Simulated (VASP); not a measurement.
Set up this calculation in VASP 6.6.1, as the native input.

| Property | Result |
| --- | --- |
| Task | single point |
| Functional | PBE |
| Potentials or basis | VASP PAW PBE potentials, release 64 (Ti_sv, In_d) |
| Cutoff | 520 eV |
| k mesh | 4 × 4 × 4 |
| Occupations | gaussian, width 0.1 eV |
| Spin | collinear spin |
| Starting moments | [1.0, 0.0, 0.0, 0.0, 0.0] μB |
| Dipole correction | no |
| Further INCAR settings | ALGO = Normal; EDIFF = 1e-07; NBANDS = 44 |

The structure of TiIn4 lies in POSCAR:

```
TiIn4
1.0
    5.4140210558      0.0000000000      0.0000000000
    0.0000000000      5.4140210558      0.0000000000
    0.0000000000      0.0000000000      5.4140210558
Ti In
1 4
Direct
    0.5000000000      0.5000000000      0.5000000000
    0.0000000000      0.5000000000      0.5000000000
    0.5000000000      0.0000000000      0.5000000000
    0.5000000000      0.5000000000      0.0000000000
    0.0000000000      0.0000000000      0.0000000000
```

The cell was generated, and may not be a known phase.

The input as run:

INCAR

```
SYSTEM = TiIn4
PREC     = Accurate       ! precision mode
ENCUT    = 520            ! plane-wave cutoff, eV
EDIFF    = 1E-7           ! SCF threshold, eV
ISMEAR   = 0              ! smearing method
SIGMA    = 0.1            ! smearing width, eV
LREAL    = .False.        ! projectors in reciprocal space
LASPH    = .True.         ! aspherical terms in the spheres
NELM     = 150            ! most SCF steps
ALGO     = Normal         ! electronic algorithm
ISIF     = 2              ! what is computed and relaxed
LWAVE    = .False.        ! write WAVECAR
LCHARG   = .False.        ! write CHGCAR
ISPIN    = 2              ! spin polarisation
MAGMOM   = 1 0 0 0 0      ! initial moments
LORBIT   = 11             ! projections on sites
LMAXMIX  = 4              ! l up to which the mixer works
GGA      = PE             ! functional
NBANDS   = 44             ! bands
```

KPOINTS

```
regular mesh
0
Gamma
  4 4 4
  0 0 0
```

Potentials or basis: VASP PAW PBE potentials, release 64 (Ti_sv, In_d).

Run with:

```console
$ cat potpaw_PBE.64/Ti_sv/POTCAR potpaw_PBE.64/In_d/POTCAR > POTCAR
$ mpirun -np 1 vasp_std > vasp.out
```

It gave:

```
Pressure                                              : 0.6 GPa
Net moment                                            : 1.73 μB per cell
Site moments                                          : Ti +0.99; In +0.08, -0.02 (each value once) μB
Valence electrons inside the program's atomic spheres : Ti 10.30; In 11.39, 11.21 (each value once)
```

Wall time 3.1 min on 1 thread of Intel(R) Xeon(R) Platinum 8259CL CPU @ 2.50GHz (Skylake/Cascade Lake), with other jobs on the host, peak memory 0.34 GiB.
